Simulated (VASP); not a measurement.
A run of VASP 6.6.1 is set up as follows.

File INCAR:

```
SYSTEM = Al3SiPd2
  PREC = Accurate
  ENCUT = 630
  EDIFF = 1E-6
  ISMEAR = 0
  SIGMA = 0.1
  LREAL = .FALSE.
  LASPH = .TRUE.
  NELM = 120
  ALGO = Normal
  ISIF = 2
  LWAVE = .FALSE.
  LCHARG = .FALSE.
  GGA = PE
  NBANDS = 34
  GGA_COMPAT = .FALSE.
```

Contents of KPOINTS:

```
Automatic mesh
0
G
  4 4 4
  0 0 0
```

The input POSCAR:

```
Al3SiPd2
1.0
    4.4766117000      0.0000000000      0.0000000000
    0.0000000000      4.4766117000      0.0000000000
    0.0000000000      0.0000000000      4.4352400800
Al Si Pd
3 1 2
Direct
    0.0000000000      0.5000000000      0.5000000000
    0.5000000000      0.0000000000      0.5000000000
    0.0000000000      0.0000000000      0.0000000000
    0.0000000000      0.0000000000      0.5000000000
    0.5000000000      0.5000000000      0.5000000000
    0.5000000000      0.5000000000      0.0000000000
```

Potentials or basis: VASP PAW PBE potentials, release 64 (Al, Si, Pd_sv_GW).

Command:

```bash
$ cat potpaw_PBE.64/Al/POTCAR potpaw_PBE.64/Si/POTCAR potpaw_PBE.64/Pd_sv_GW/POTCAR > POTCAR
$ mpirun -np 1 vasp_std > vasp.out
```

Task: Estimate the pressure.

Result: 50.7 GPa.

Task: What does it give for the band gap on the k mesh?

Result: Zero (an odd number of electrons rules out a gap without spin polarisation).

Stress tensor (GPa, compression positive):
```
38.74  0.00  0.00
 0.00 38.74  0.00
 0.00  0.00 74.74
```

Caveat: the stress differs along the axes, from 39 to 75 GPa.
